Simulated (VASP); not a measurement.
Here is a VASP 6.6.1 calculation.

File INCAR:

```
ALGO     = Normal         # electronic algorithm
EDIFF    = 1E-6           # SCF threshold, eV
ENCUT    = 520            # plane-wave cutoff, eV
GGA      = CA             # functional
ISIF     = 2              # what is computed and relaxed
ISMEAR   = 0              # smearing method
LASPH    = True           # aspherical terms in the spheres
LCHARG   = False          # write CHGCAR
LREAL    = False          # projectors in reciprocal space
LWAVE    = False          # write WAVECAR
NBANDS   = 11             # bands
NELM     = 60             # most SCF steps
PREC     = Accurate       # precision mode
SIGMA    = 0.15           # smearing width, eV
```

Contents of KPOINTS:

```
k-points
0
Gamma
  21 21 6
```

Contents of POSCAR:

```
C
1.0
    2.4446687612      0.0000000000      0.0000000000
   -1.2223343806      2.1171452510      0.0000000000
    0.0000000000      0.0000000000      8.0977000000
C
2
Direct
    0.3333333333      0.6666666667      0.0000000000
    0.6666666667      0.3333333333      0.0000000000
```

Potentials or basis: VASP PAW LDA potentials, release 64 (C).

Launch:

```bash
$ cat potpaw_LDA.64/C/POTCAR > POTCAR
$ mpirun -np 1 vasp_std > vasp.out
```

Task: Predict the band gap on the k mesh.

Result: Zero (filled and empty bands touch).
